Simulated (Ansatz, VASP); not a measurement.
# Sn3S2: VASP beside Ansatz

```
Sn S
1.0
     1.96019    1.13172    9.08649
    -1.96019    1.13172    9.08649
     0.00000   -2.26344    9.08649
Sn S
3 2
Direct
  0.00000 0.00000 0.00000
  0.20950 0.20950 0.20950
  0.79050 0.79050 0.79050
  0.40000 0.40000 0.40000
  0.60000 0.60000 0.60000
```

Alike in both runs: task single point; functional PBE; k mesh 6 × 6 × 6; occupations gaussian, width 0.1 eV; no spin polarisation.

```csv
,VASP,Ansatz
version,VASP 6.6.1,Ansatz 0.2.0
potentials or method,"VASP PAW PBE potentials, release 64 (Sn_d, S), cutoff 520 eV","scalar-relativistic, plane waves, PAW"
valence electrons in the cell,54,54
```

```tsv
	VASP	Ansatz	Ansatz less VASP
gap on the k mesh at the Fermi level (eV)	none	none	-
pressure (GPa)	3.6	3.7	+0.04
traceless stress, the component that is largest in VASP (GPa)	3.21	3.20	-0.005
rms of the force components (eV/Å)	0.351	0.349	-0.0026
```

Atom by atom the forces differ by 0.003 eV/Å (rms over components). A gap of «none» marks a metal or a gap that the smearing closes.
